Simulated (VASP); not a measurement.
# Ru (P6_3/mmc) in VASP: further runs

Runs on Ru. Level: r2SCAN. Tasks: single point.

All numbers are computed with VASP 6.6.1; they aren't measurements. Logs are shortened: lines on timing, memory, paths and dates and some standing lists are left out, and cuts for length are marked.

## Step 1: The cell of the first run

It takes space group P6_3/mmc (No. 194, hexagonal). The conventional cell has a = 2.706 Å, b = 2.706 Å, c = 3.939 Å, α = 90.00°, β = 90.00°, γ = 120.00°. Within 3.3 Å of Ru (site symmetry -6m2) lie 12 Ru at 2.51 to 2.71 Å.

## Step 2: Single point, r2SCAN (strain +0.000 along x and y, -0.080 along z)

Contents of POSCAR:

```
Ru
1.0
    2.7057993342      0.0000000000      0.0000000000
   -1.3528996671      2.3432909610      0.0000000000
    0.0000000000      0.0000000000      3.9393480000
Ru
2
Direct
    0.3333333333      0.6666666667      0.2500000000
    0.6666666667      0.3333333333      0.7500000000
```

Contents of INCAR.step1:

```
SYSTEM = Ru
PREC = Accurate
ENCUT = 520
ISMEAR = 0
SIGMA = 0.15
LREAL = .False.
LASPH = .True.
NELM = 80
NBANDS = 21
GGA = PE
ALGO = Normal
EDIFF = 1E-4
LWAVE = .True.
LCHARG = .False.
```

Contents of INCAR.step2:

```
SYSTEM = Ru
PREC = Accurate
ENCUT = 520
EDIFF = 1E-6
ISMEAR = 0
SIGMA = 0.15
LREAL = .False.
LASPH = .True.
NELM = 80
ALGO = Normal
ISIF = 2
LWAVE = .False.
LCHARG = .False.
METAGGA = R2SCAN
LMIXTAU = .True.
NBANDS = 21
ISTART = 1
```

Contents of KPOINTS:

```
regular mesh
0
Gamma
  24 24 12
  0 0 0
```

Potentials or basis: VASP PAW PBE potentials, release 64 (Ru_pv).

Launch:

```sh
cat potpaw_PBE.64/Ru_pv/POTCAR > POTCAR
cp INCAR.step1 INCAR
mpirun -np 1 vasp_std > vasp.out
cp INCAR.step2 INCAR
mpirun -np 1 vasp_std > vasp.out
```

OUTCAR:

```text
SYSTEM = Ru
   PREC = Accurate
   ENCUT = 520
   EDIFF = 1E-6
   ISMEAR = 0
   LREAL = .False.
   LASPH = .True.
   NELM = 80
   ISIF = 2
   METAGGA = R2SCAN
   ISTART = 1

 ion  position               nearest neighbor table
   1  0.333  0.667  0.250-   2 2.51   2 2.51   2 2.51   2 2.51   2 2.51   2 2.51
   2  0.667  0.333  0.750-   1 2.51   1 2.51   1 2.51   1 2.51   1 2.51   1 2.51

  LATTYP: Found a hexagonal cell.
 ALAT       =     2.7057993342
 C/A-ratio  =     1.4558906679

  Lattice vectors:

 A1 = (   2.7057993342,   0.0000000000,   0.0000000000)
 A2 = (  -1.3528996671,   2.3432909610,   0.0000000000)
 A3 = (   0.0000000000,   0.0000000000,   3.9393480000)

Analysis of symmetry for initial positions (statically):
=====================================================================
 Subroutine PRICEL returns:
 Original cell was already a primitive cell.

 Routine SETGRP: Setting up the symmetry group for a
 hexagonal supercell.

 Subroutine GETGRP returns: Found 24 space group operations
 (whereof 12 operations were pure point group operations)
 out of a pool of 24 trial point group operations.

The static configuration has the point symmetry D_3d.
 The point group associated with its full space group is D_6h.

Analysis of symmetry for dynamics (positions and initial velocities):
=====================================================================
 Subroutine PRICEL returns:
 Original cell was already a primitive cell.

 Routine SETGRP: Setting up the symmetry group for a
 hexagonal supercell.

 Subroutine GETGRP returns: Found 24 space group operations
 (whereof 12 operations were pure point group operations)
 out of a pool of 24 trial point group operations.

The dynamic configuration has the point symmetry D_3d.
 The point group associated with its full space group is D_6h.

 Subroutine INISYM returns: Found 24 space group operations
 (whereof 12 operations are pure point group operations),
 and found     1 'primitive' translations

----------------------------------------------------------------------------------------

                                     Primitive cell

  volume of cell :      24.9773

  direct lattice vectors                    reciprocal lattice vectors
     2.705799334  0.000000000  0.000000000     0.369576556  0.213375124  0.000000000
    -1.352899667  2.343290961  0.000000000     0.000000000  0.426750249  0.000000000
     0.000000000  0.000000000  3.939348000     0.000000000  0.000000000  0.253849114

  length of vectors
     2.705799334  2.705799334  3.939348000     0.426750249  0.426750249  0.253849114

  position of ions in fractional coordinates (direct lattice)
     0.333333333  0.666666667  0.250000000
     0.666666667  0.333333333  0.750000000

  ion indices of the primitive-cell ions
   primitive index   ion index
                 1           1
                 2           2

----------------------------------------------------------------------------------------

 KPOINTS: regular mesh

Automatic generation of k-mesh.
 Grid dimensions read from file:
 generate k-points for:   24   24   12

 Generating k-lattice:

  Cartesian coordinates                     Fractional coordinates (reciprocal lattice)
     0.015399023  0.008890630  0.000000000     0.041666667  0.000000000  0.000000000
     0.000000000  0.017781260  0.000000000     0.000000000  0.041666667  0.000000000
     0.000000000  0.000000000  0.021154093     0.000000000  0.000000000  0.083333333

  Length of vectors
     0.017781260  0.017781260  0.021154093

  Shift w.r.t. Gamma in fractional coordinates (k-lattice)
     0.000000000  0.000000000  0.000000000

 Subroutine IBZKPT returns following result:
 ===========================================

 Found    427 irreducible k-points:

 Following reciprocal coordinates:
            Coordinates               Weight
  0.000000  0.000000  0.000000      1.000000
  0.041667  0.000000  0.000000      6.000000
  0.083333  0.000000  0.000000      6.000000
  0.125000 -0.000000  0.000000      6.000000
  0.166667 -0.000000  0.000000      6.000000
  0.208333 -0.000000  0.000000      6.000000
[... 16 lines left out ...]
  0.416667  0.041667  0.000000     12.000000
  0.458333  0.041667  0.000000     12.000000
 [... further k-points ...]
   k-points           NKPTS =    427   k-points in BZ     NKDIM =    427   number of bands    NBANDS=     21
   number of dos      NEDOS =    301   number of ions     NIONS =      2
   total plane-waves  NPLWV =  12000
   dimension x,y,z NGX =    20 NGY =   20 NGZ =   30
   dimension x,y,z NGXF=    40 NGYF=   40 NGZF=   60
   ions per type =               2
   NGX,Y,Z   is equivalent  to a cutoff of  12.29, 12.29, 12.66 a.u.
   NGXF,Y,Z  is equivalent  to a cutoff of  24.58, 24.58, 25.32 a.u.
 SYSTEM =  Ru
   PREC   = accura    normal or accurate (medium, high low for compatibility)
   ISTART =      1    job   : 0-new  1-cont  2-samecut
   ICHARG =      0    charge: 1-file 2-atom 10-const
   ISPIN  =      1    spin polarized calculation?
   LNONCOLLINEAR =      F non collinear calculations
   LSORBIT =      F    spin-orbit coupling
   LASPH  =      T    aspherical Exc in radial PAW
   ENCUT  =  520.0 eV  38.22 Ry    6.18 a.u.   5.03  5.03  7.32*2*pi/ulx,y,z
   NELM   =     80;   NELMIN=  2; NELMDL=  0     # of ELM steps
   EDIFF  = 0.1E-05   stopping-criterion for ELM
   LREAL  =      F    real-space projection
   EDIFFG = 0.1E-04   stopping-criterion for IOM
   NSW    =      0    number of steps for IOM
   IBRION =     -1    ionic relax: 0-MD 1-quasi-New 2-CG
   NFREE  =      0    steps in history (QN), initial steepest desc. (CG)
   ISIF   =      2    stress and relaxation
   ISYM   =      2    0-nonsym 1-usesym 2-fastsym
   POTIM  = 0.5000    time-step for ionic-motion
   TEBEG  =    0.0;   TEEND  =   0.0 temperature during run
   PSTRESS=    0.0 pullay stress
   NELECT =      28.0000    total number of electrons
   NUPDOWN=      -1.0000    fix difference up-down
   EMIN   =  10.00;   EMAX   =-10.00  energy-range for DOS
   EFERMI =   0.00;   METHOD = LEGACY
   ISMEAR =     0;   SIGMA  =   0.15  broadening in eV -4-tet -1-fermi 0-gaus
   EFERMI_NEDOS =   21; number of points for ismear=-14 and -15
   IALGO  =     38    algorithm
   IMIX   =      4    mixing-type and parameters
     AMIX     =   0.40;   BMIX     =  1.00
     AMIX_MAG =   1.60;   BMIX_MAG =  1.00
  volume/ion in A,a.u.               =      12.49        84.28
  Fermi-wavevector in a.u.,A,eV,Ry     =   1.700639  3.213742 39.350401  2.892173
  Thomas-Fermi vector in A             =   2.780737
   LORBIT       =      0    0 simple, 1 ext, 2 COOP (PROOUT), +10 PAW based schemes
   METAGGA = R2SCAN    functional components
   LHFCALC =     F    Hartree Fock is set to
   AEXX    =    0.0000 exact exchange contribution
   IVDW    =     0    specifies the selected vdW correction
   LEPSILON=     F    determine dielectric tensor
   LRPA    =     F    only Hartree local field effects (RPA)
 non-spin polarized calculation
 Gauss-broadening in eV      SIGMA  =   0.15
  energy-cutoff  :      520.00
  volume of cell :       24.98
 maximum number of plane-waves:       695
 NGX is ok and might be reduce to    20
   NGX =  9   NGY =  9   NGZ = 15

 number of electron      27.9999997 magnetization

 Free energy of the ion-electron system (eV)
  ---------------------------------------------------
  ext. energy  EPLUGINS =         0.00000000
  ---------------------------------------------------
  free energy    TOTEN  =       -50.44232466 eV

  energy without entropy =      -50.42780240  energy(sigma->0) =      -50.43506353

 E-fermi :  14.3745     XC(G=0): -15.9926

 val. band max:       14.3645674911   @ k =   0.3750  -0.0000   0.2500
 cond. band min:      14.3782752246   @ k =   0.0417   0.0000   0.2500
 fundamental gap:      0.0137077335
 Fermi energy:        14.3744515194

 k-point     1 :       0.0000    0.0000    0.0000
  band No.  band energies     occupation
      1     -31.2873      2.00000
      2     -29.9718      2.00000
      3     -29.9718      2.00000
      4     -29.6186      2.00000
      5     -29.6186      2.00000
      6     -29.4227      2.00000
[... 13 lines left out ...]
     20      22.8054      0.00000
     21      27.4330      0.00000

 k-point     2 :       0.0417    0.0000    0.0000
  band No.  band energies     occupation
      1     -31.2788      2.00000
      2     -29.9856      2.00000
      3     -29.9776      2.00000
      4     -29.6338      2.00000
      5     -29.6195      2.00000
      6     -29.4283      2.00000
[... 13 lines left out ...]
     20      22.8053      0.00000
     21      27.4304      0.00000

 k-point     3 :       0.0833    0.0000    0.0000
  band No.  band energies     occupation
      1     -31.2535      2.00000
      2     -30.0262      2.00000
      3     -29.9942      2.00000
      4     -29.6779      2.00000
      5     -29.6222      2.00000
      6     -29.4451      2.00000
[... 13 lines left out ...]
     20      22.8052      0.00000
     21      27.4155      0.00000

 k-point     4 :       0.1250   -0.0000    0.0000
  band No.  band energies     occupation
      1     -31.2122      2.00000
      2     -30.0909      2.00000
      3     -30.0201      2.00000
      4     -29.7471      2.00000
      5     -29.6271      2.00000
      6     -29.4728      2.00000
[... 13 lines left out ...]
     20      22.8052      0.00000
     21      27.3729      0.00000

 k-point     5 :       0.1667   -0.0000    0.0000
  band No.  band energies     occupation
      1     -31.1560      2.00000
      2     -30.1754      2.00000
      3     -30.0529      2.00000
      4     -29.8356      2.00000
      5     -29.6342      2.00000
      6     -29.5112      2.00000
[... 13 lines left out ...]
     20      22.8052      0.00000
     21      27.2894      0.00000

 k-point     6 :       0.2083   -0.0000    0.0000
  band No.  band energies     occupation
      1     -31.0868      2.00000
      2     -30.2742      2.00000
      3     -30.0900      2.00000
      4     -29.9365      2.00000
      5     -29.6435      2.00000
      6     -29.5597      2.00000
[... 13 lines left out ...]
     20      22.8052      0.00000
     21      27.1625      0.00000

 k-point     7 :       0.2500   -0.0000    0.0000
  band No.  band energies     occupation
      1     -31.0067      2.00000
      2     -30.3805      2.00000
      3     -30.1287      2.00000
      4     -30.0420      2.00000
      5     -29.6544      2.00000
      6     -29.6175      2.00000
[... 13 lines left out ...]
     20      23.5424      0.00000
     21      26.9968      0.00000
[... 291 lines left out ...]
      1     -30.8680      2.00000
      2     -30.5362      2.00000
      3     -30.2371      2.00000
      4     -30.1483      2.00000
      5     -29.7219      2.00000
      6     -29.6803      2.00000
[... 13 lines left out ...]
     20      25.4370      0.00000
     21      26.5570      0.00000

 k-point    21 :       0.3333    0.0417    0.0000
  band No.  band energies     occupation
      1     -30.7760      2.00000
      2     -30.6292      2.00000
      3     -30.2985      2.00000
      4     -30.2037      2.00000
      5     -29.7944      2.00000
      6     -29.6919      2.00000
[... 13 lines left out ...]
     20      25.4057      0.00000
     21      26.5670      0.00000

 k-point    22 :       0.3750    0.0417    0.0000
  band No.  band energies     occupation
      1     -30.7053      2.00000
      2     -30.6888      2.00000
      3     -30.3558      2.00000
      4     -30.2402      2.00000
      5     -29.8658      2.00000
      6     -29.7015      2.00000
[... 13 lines left out ...]
     20      23.9075      0.00000
     21      26.8852      0.00000

 k-point    23 :       0.4167    0.0417    0.0000
  band No.  band energies     occupation
      1     -30.7591      2.00000
      2     -30.6162      2.00000
      3     -30.3983      2.00000
      4     -30.2632      2.00000
      5     -29.9272      2.00000
      6     -29.7085      2.00000
[... 13 lines left out ...]
     20      22.8057      0.00000
     21      26.9067      0.00000

 k-point    24 :       0.4583    0.0417    0.0000
  band No.  band energies     occupation
      1     -30.7869      2.00000
      2     -30.5728      2.00000
      3     -30.4206      2.00000
      4     -30.2745      2.00000
      5     -29.9647      2.00000
      6     -29.7122      2.00000
[... 13 lines left out ...]
     20      22.8051      0.00000
     21      26.9495      0.00000

 [... further k-points ...]
[... 5 lines left out ...]
  --------------------------------------------------------------------------------------
  -------------------------------------------------------------------------------------
  Total        3.4506414      3.4506414     10.9519263     -0.0000000      0.0000000      0.0000000
  in kB      221.3422189    221.3422189    702.5139362     -0.0000000      0.0000000      0.0000000
  external PRESSURE =     381.7327913 kB  Pullay stress =       0.0000000 kB

 VOLUME and BASIS-vectors are now :
 -----------------------------------------------------------------------------
  energy-cutoff  :      520.00
  volume of cell :       24.98
      direct lattice vectors                 reciprocal lattice vectors
     2.705799334  0.000000000  0.000000000     0.369576556  0.213375124  0.000000000
    -1.352899667  2.343290961  0.000000000     0.000000000  0.426750249  0.000000000
     0.000000000  0.000000000  3.939348000     0.000000000  0.000000000  0.253849114

 POSITION                                       TOTAL-FORCE (eV/Angst)
 -----------------------------------------------------------------------------------
     -0.00000      1.56219      0.98484        -0.000000      0.000000      0.000000
      1.35290      0.78110      2.95451         0.000000     -0.000000      0.000000
 -----------------------------------------------------------------------------------
    total drift:                                0.000000     -0.000000      0.000000

  FREE ENERGIE OF THE ION-ELECTRON SYSTEM (eV)
  ---------------------------------------------------
  free  energy   TOTEN  =       -50.4423246616 eV

  energy  without entropy=      -50.4278024021  energy(sigma->0) =      -50.43506353
```

It took 14 min on 1 thread of Intel Xeon 8259CL, shared host; peak memory 0.28 GiB.

What came out:

- Free energy: -50.4423 eV
- Pressure: 38.2 GPa
- Band gap on the k mesh: zero (bands 14 and 15 overlap by 3.54 eV)

Caveat: the cell differs from its parent crystal (strain +0.000 along x and y, -0.080 along z); the cell stands under pressure; the PAW data sets were made with another functional, which shifts forces and pressure a little.

## Step 3: Single point, r2SCAN (strain +0.080 along x and y, -0.080 along z)

Contents of POSCAR:

```
Ru
1.0
    2.9222632810      0.0000000000      0.0000000000
   -1.4611316405      2.5307542379      0.0000000000
    0.0000000000      0.0000000000      3.9393480000
Ru
2
Direct
    0.3333333333      0.6666666667      0.2500000000
    0.6666666667      0.3333333333      0.7500000000
```

Contents of INCAR.step1:

```
PREC = Accurate
ENCUT = 520
ISMEAR = 0
SIGMA = 0.15
LREAL = False
LASPH = True
NELM = 100
NBANDS = 21
GGA = PE
ALGO = Normal
EDIFF = 1E-4
LWAVE = True
LCHARG = False
```

Contents of INCAR.step2:

```
PREC = Accurate
ENCUT = 520
EDIFF = 1E-6
ISMEAR = 0
SIGMA = 0.15
LREAL = False
LASPH = True
NELM = 100
ALGO = Normal
ISIF = 2
LWAVE = False
LCHARG = False
METAGGA = R2SCAN
LMIXTAU = True
NBANDS = 21
ISTART = 1
```

Contents of KPOINTS:

```
Automatic mesh
0
Gamma
  24 24 12
```

Potentials or basis: VASP PAW PBE potentials, release 64 (Ru_pv).

Launch:

```sh
cat potpaw_PBE.64/Ru_pv/POTCAR > POTCAR
cp INCAR.step1 INCAR
mpirun -np 1 vasp_std > vasp.out
cp INCAR.step2 INCAR
mpirun -np 1 vasp_std > vasp.out
```

It took 16 min on 1 thread of Intel Xeon 8259CL, shared host; peak memory 0.32 GiB.

Results (log left out):

```yaml
Free_energy: -50.2737 eV
Pressure: -11.7 GPa
Band_gap_on_the_k_mesh: zero (bands 14 and 15 overlap by 2.46 eV)
```

Stress tensor (GPa, compression positive):
```
-26.37   0.00   0.00
  0.00 -26.37   0.00
  0.00   0.00  17.78
```

Levels at points of the mesh, in eV from the Fermi level:
| k point | band 12 | band 13 | band 14 | band 15 | band 16 | band 17 |
| --- | --- | --- | --- | --- | --- | --- |
| (0.00, 0.00, 0.00) | -2.52 | -1.70 | -1.70 | -0.93 | 1.07 | 1.07 |
| (0.50, 0.00, 0.00) | -1.21 | -0.59 | 0.33 | 1.16 | 2.31 | 3.25 |
| (0.00, 0.00, 0.50) | -3.38 | -1.76 | -1.76 | 0.77 | 0.77 | 0.77 |
| (0.50, 0.00, 0.50) | -1.69 | 0.20 | 0.20 | 0.93 | 0.93 | 2.97 |

Caveat: the cell differs from its parent crystal (strain +0.080 along x and y, -0.080 along z); the cell stands under tension; the PAW data sets were made with another functional, which shifts forces and pressure a little.

## Step 4: Single point, r2SCAN (strain +0.000 along x and y, +0.080 along z)

Contents of POSCAR:

```
Ru
1.0
    2.7057993342      0.0000000000      0.0000000000
   -1.3528996671      2.3432909610      0.0000000000
    0.0000000000      0.0000000000      4.6244520000
Ru
2
Direct
    0.3333333333      0.6666666667      0.2500000000
    0.6666666667      0.3333333333      0.7500000000
```

Contents of INCAR.step1:

```
PREC = Accurate ; ENCUT = 520
ISMEAR = 0 ; SIGMA = 0.15
LREAL = F ; LASPH = T
NELM = 80 ; NBANDS = 21
GGA = PE ; ALGO = Normal
EDIFF = 1E-4 ; LWAVE = T
LCHARG = F
```

Contents of INCAR.step2:

```
PREC = Accurate ; ENCUT = 520
EDIFF = 1E-6 ; ISMEAR = 0
SIGMA = 0.15 ; LREAL = F
LASPH = T ; NELM = 80
ALGO = Normal ; ISIF = 2
LWAVE = F ; LCHARG = F
METAGGA = R2SCAN ; LMIXTAU = T
NBANDS = 21 ; ISTART = 1
```

KPOINTS is that of step 3.

Launch:

```sh
cat potpaw_PBE.64/Ru_pv/POTCAR > POTCAR
cp INCAR.step1 INCAR
mpirun -np 1 vasp_std > vasp.out
cp INCAR.step2 INCAR
mpirun -np 1 vasp_std > vasp.out
```

Run time: 18 min. Hardware: 1 thread of Intel Xeon 8259CL, shared host; peak memory 0.32 GiB.

It converged, with:

```yaml
Free_energy: -50.5459 eV
Pressure: -20.7 GPa
Band_gap_on_the_k_mesh: zero (bands 14 and 15 overlap by 2.71 eV)
```

Stress tensor (GPa, compression positive):
```
-10.67   0.00   0.00
  0.00 -10.67   0.00
  0.00   0.00 -40.77
```

Levels at points of the mesh, in eV from the Fermi level:
| k point | band 10 | band 11 | band 12 | band 13 | band 14 | band 15 | band 16 | band 17 | band 18 | band 19 |
| --- | --- | --- | --- | --- | --- | --- | --- | --- | --- | --- |
| (0.00, 0.00, 0.00) | -2.36 | -2.36 | -1.89 | -1.89 | -0.75 | -0.75 | 0.45 | 1.11 | 1.11 | 8.40 |
| (0.50, 0.00, 0.00) | -2.39 | -2.27 | -1.76 | -1.45 | 1.45 | 1.73 | 1.98 | 3.97 | 6.04 | 8.40 |
| (0.00, 0.00, 0.50) | -2.96 | -2.38 | -2.38 | -2.38 | -2.38 | 0.50 | 0.50 | 0.50 | 0.50 | 8.40 |
| (0.50, 0.00, 0.50) | -4.49 | -0.72 | -0.72 | 0.44 | 0.44 | 1.87 | 1.87 | 3.29 | 3.29 | 8.40 |

Caveat: the cell differs from its parent crystal (strain +0.000 along x and y, +0.080 along z); the cell stands under tension; the PAW data sets were made with another functional, which shifts forces and pressure a little.

## Step 5: The runs side by side

| cell | gap on the mesh (eV) | pressure (GPa) |
| --- | --- | --- |
| a = 2.706, b = 2.706, c = 3.939 Å, angles 90.0, 90.0, 120.0°, 2 atoms | none | 38.2 |
| a = 2.922, b = 2.922, c = 3.939 Å, angles 90.0, 90.0, 120.0°, 2 atoms | none | -11.7 |
| a = 2.706, b = 2.706, c = 4.624 Å, angles 90.0, 90.0, 120.0°, 2 atoms | none | -20.7 |

Alike in all rows: task single point; level r2SCAN; potentials or basis VASP PAW PBE potentials, release 64 (Ru_pv); no spin polarisation; k mesh 24 × 24 × 12; cutoff (eV) 520; smearing gaussian 0.15 eV.

Caveats: the PAW data sets were made with another functional, which shifts forces and pressure a little; the cell stands under tension (at least some runs); the cell stands under pressure (at least some runs).

Absolute energies hang on the potentials; compare differences alone.
